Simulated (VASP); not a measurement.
# Al in VASP: further runs, part 2 of 2

VASP 6.6.1. Earlier steps stand in the parts before.

### 3 Single point, PBE

INCAR

```
SYSTEM = Al
PREC = Accurate ; ENCUT = 520
EDIFF = 1E-6 ; ISMEAR = 0
SIGMA = 0.15 ; LREAL = Auto
LASPH = .TRUE. ; NELM = 60
ALGO = Normal ; ISIF = 2
LWAVE = .FALSE. ; LCHARG = .TRUE.
GGA = PE ; LELF = .TRUE.
LVHAR = .TRUE. ; NBANDS = 40
```

KPOINTS

```
Automatic mesh
0
G
  3 3 1
  0 0 0
```

POSCAR

```
Al
1.0
    5.7275650000      0.0000000000      0.0000000000
    0.0000000000      5.7275650000      0.0000000000
    0.0000000000      0.0000000000     19.0750000000
Al
17
Direct
    0.2499999564      0.2499999564      0.0524245872
    0.7500000436      0.2499999564      0.0524245872
    0.2499999564      0.7500000436      0.0524245872
    0.7500000436      0.7500000436      0.0524245872
    0.0023357221     -0.0000396329      0.1591742071
    0.5028246733     -0.0000776944      0.1598764351
    0.0023365950      0.4999677874      0.1591820708
    0.5028007539      0.4999768663      0.1598779030
    0.2650288561      0.2495825015      0.2703359371
    0.7711182675      0.2495086481      0.2734818873
    0.2671513985      0.7495726369      0.2737058453
    0.7701955368      0.7495197348      0.2778704587
    0.0229207351      0.0043433815      0.3822822543
    0.5100437970      0.0077903961      0.3781980079
    0.0229327821      0.4945214939      0.3822818873
    0.5100443208      0.4910828598      0.3781907733
    0.7348751171      0.7493936778      0.4742373263
```

Potentials or basis: VASP PAW PBE potentials, release 64 (Al).

Run with:

```
> cat potpaw_PBE.64/Al/POTCAR > POTCAR
> mpirun -np 1 vasp_std > vasp.out
```

OUTCAR:

```text
SYSTEM = Al
   PREC = Accurate
   ENCUT = 520
   EDIFF = 1E-6
   ISMEAR = 0
   LREAL = Auto
   LASPH = .TRUE.
   NELM = 60
   ISIF = 2
   GGA = PE

 ion  position               nearest neighbor table
   1  0.250  0.250  0.052-   2 2.86   3 2.86   2 2.86   3 2.86   7 2.87   5 2.87   8 2.89   6 2.89

   2  0.750  0.250  0.052-   1 2.86   4 2.86   4 2.86   1 2.86   8 2.87   6 2.87   7 2.88   5 2.88

   3  0.250  0.750  0.052-   1 2.86   4 2.86   4 2.86   1 2.86   5 2.86   7 2.87   6 2.89   8 2.89
[... 12 lines left out ...]
                            15 2.91  13 2.91   5 2.97   7 2.97
  10  0.771  0.250  0.273-   9 2.83  16 2.85  14 2.85  12 2.86  12 2.87  15 2.89  13 2.89   9 2.90
                             5 2.92   7 2.93   6 3.02   8 3.02
  11  0.267  0.750  0.274-  14 2.85  16 2.85  12 2.85   9 2.86   9 2.86  12 2.88  13 2.89  15 2.89
                             8 2.93   6 2.93   7 3.02   5 3.02
  12  0.770  0.750  0.278-  14 2.84  16 2.84  11 2.85  13 2.86  15 2.86  10 2.86  10 2.87  11 2.88
                             7 2.99   5 2.99   8 3.07   6 3.08
  13  0.023  0.004  0.382-  14 2.79  15 2.81  17 2.82  12 2.86  10 2.89  11 2.89   9 2.91  15 2.92
                            14 2.94
  14  0.510  0.008  0.378-  17 2.68  16 2.77  13 2.79  12 2.84  11 2.85   9 2.85  10 2.85  13 2.94
                            16 2.96
  15  0.023  0.495  0.382-  16 2.79  13 2.81  17 2.82  12 2.86  10 2.89  11 2.89   9 2.91  13 2.92
                            16 2.94
  16  0.510  0.491  0.378-  17 2.68  14 2.77  15 2.79  12 2.84  11 2.85   9 2.85  10 2.85  15 2.94
                            14 2.96
  17  0.735  0.749  0.474-  16 2.68  14 2.68  15 2.82  13 2.82

  LATTYP: Found a simple tetragonal cell.
 ALAT       =     5.7275650000
 C/A-ratio  =     3.3303856002

  Lattice vectors:

 A1 = (   5.7275650000,   0.0000000000,   0.0000000000)
 A2 = (   0.0000000000,   5.7275650000,   0.0000000000)
 A3 = (   0.0000000000,   0.0000000000,  19.0750000000)

Analysis of symmetry for initial positions (statically):
=====================================================================
 Subroutine PRICEL returns:
 Original cell was already a primitive cell.

 Routine SETGRP: Setting up the symmetry group for a
 simple tetragonal supercell.

[... 157 lines left out ...]
   LEPSILON=     F    determine dielectric tensor
   LRPA    =     F    only Hartree local field effects (RPA)
 non-spin polarized calculation
 Gauss-broadening in eV      SIGMA  =   0.15
  energy-cutoff  :      520.00
  volume of cell :      625.76
 maximum number of plane-waves:     16899
 NGX is ok and might be reduce to    42
   NGX = 21   NGY = 21   NGZ = 71

 number of electron      51.0000000 magnetization

 Free energy of the ion-electron system (eV)
  ---------------------------------------------------
  ext. energy  EPLUGINS =         0.00000000
  ---------------------------------------------------
  free energy    TOTEN  =       -59.59550692 eV

  energy without entropy =      -59.48649789  energy(sigma->0) =      -59.54100241

 E-fermi :   1.2005     XC(G=0):  -5.7465

 val. band max:        1.1517760984   @ k =  -0.3333   0.3333   0.0000
 cond. band min:       1.3320311383   @ k =  -0.3333   0.3333   0.0000
 fundamental gap:      0.1802550400
 Fermi energy:         1.2005194906

 k-point     1 :       0.0000    0.0000    0.0000
  band No.  band energies     occupation
      1      -9.1412      2.00000
      2      -8.0391      2.00000
      3      -6.0603      2.00000
      4      -4.7668      2.00000
      5      -4.7136      2.00000
      6      -4.7037      2.00000
[... 189 lines left out ...]
     36       3.9548      0.00000
     37       4.1302      0.00000
 [bands above 37 left out]

------------------------ aborting loop because EDIFF is reached ----------------------------------------

  FORCE on cell =-STRESS in cart. coord.  units (eV):
  Direction    XX          YY          ZZ          XY          YZ          ZX
  --------------------------------------------------------------------------------------
  -------------------------------------------------------------------------------------
  Total      -10.0353714     -9.8882424     -0.2977432     -0.0012915     -0.0060952      0.8094915
  in kB      -25.6944563    -25.3177488     -0.7623384     -0.0033067     -0.0156061      2.0726132
  external PRESSURE =     -17.2581812 kB  Pullay stress =       0.0000000 kB

 VOLUME and BASIS-vectors are now :
 -----------------------------------------------------------------------------
  energy-cutoff  :      520.00
  volume of cell :      625.76
      direct lattice vectors                 reciprocal lattice vectors
     5.727565000  0.000000000  0.000000000     0.174594265  0.000000000  0.000000000
     0.000000000  5.727565000  0.000000000     0.000000000  0.174594265  0.000000000
     0.000000000  0.000000000 19.075000000     0.000000000  0.000000000  0.052424640

 POSITION                                       TOTAL-FORCE (eV/Angst)
 -----------------------------------------------------------------------------------
      1.43189      1.43189      1.00000         0.021279      0.000320      0.035405
      4.29567      1.43189      1.00000        -0.020099      0.000487     -0.018979
      1.43189      4.29567      1.00000         0.004229     -0.000145     -0.017088
      4.29567      4.29567      1.00000        -0.013538      0.000240     -0.006115
      0.01338      5.72734      3.03625         0.011460     -0.012261      0.002562
      2.87996      5.72712      3.04964         0.003327      0.007279     -0.009050
[... 9 lines left out ...]
      2.92131      2.81271      7.21399        -0.044563     -0.020209     -0.001100
      4.20905      4.29220      9.04608         0.339768     -0.000642     -0.115394
 -----------------------------------------------------------------------------------
    total drift:                                0.009810     -0.000336     -0.002502

  FREE ENERGIE OF THE ION-ELECTRON SYSTEM (eV)
  ---------------------------------------------------
  free  energy   TOTEN  =       -59.5955069192 eV

  energy  without entropy=      -59.4864978939  energy(sigma->0) =      -59.54100241
```

stdout:

```text
POSCAR found type information on POSCAR Al
 POSCAR found :  1 types and      17 ions
 scaLAPACK will be used
 LDA part: xc-table for (Slater+PW92), standard interpolation
 POSCAR, INCAR and KPOINTS ok, starting setup
 FFT: planning ... GRIDC
 FFT: planning ... GRID_SOFT
 FFT: planning ... GRID
 WAVECAR not read
 entering main loop
```

Run time: 9.2 min. Hardware: 1 thread of AMD EPYC 7R43 (Zen 3), shared host; peak memory 0.58 GiB.

Results:

- Free energy: -59.5955 eV
- Largest force: 0.359 eV/Å
- Band gap on the k mesh: zero (an odd number of electrons rules out a gap without spin polarisation)

Forces on the atoms (eV/Å):
```
Al   0.021  0.000  0.035
Al  -0.020  0.000 -0.019
Al   0.004  0.000 -0.017
Al  -0.014  0.000 -0.006
Al   0.011 -0.012  0.003
Al   0.003  0.007 -0.009
Al   0.011  0.012  0.002
Al   0.003 -0.007 -0.009
Al  -0.017  0.000  0.026
Al  -0.040  0.001  0.036
Al  -0.054  0.001  0.011
Al  -0.017  0.001  0.035
Al  -0.072 -0.032  0.015
Al  -0.044  0.018  0.001
Al  -0.072  0.031  0.014
Al  -0.045 -0.020 -0.001
Al   0.340 -0.001 -0.115
```

Caveat: the k points lie up to 0.37 Å⁻¹ apart, too coarse for converged energies and pressures of a metal; there is no dipole correction, which matters where the two faces differ.

The gap in the log of VASP goes by the Fermi energy; the results here count the filled bands.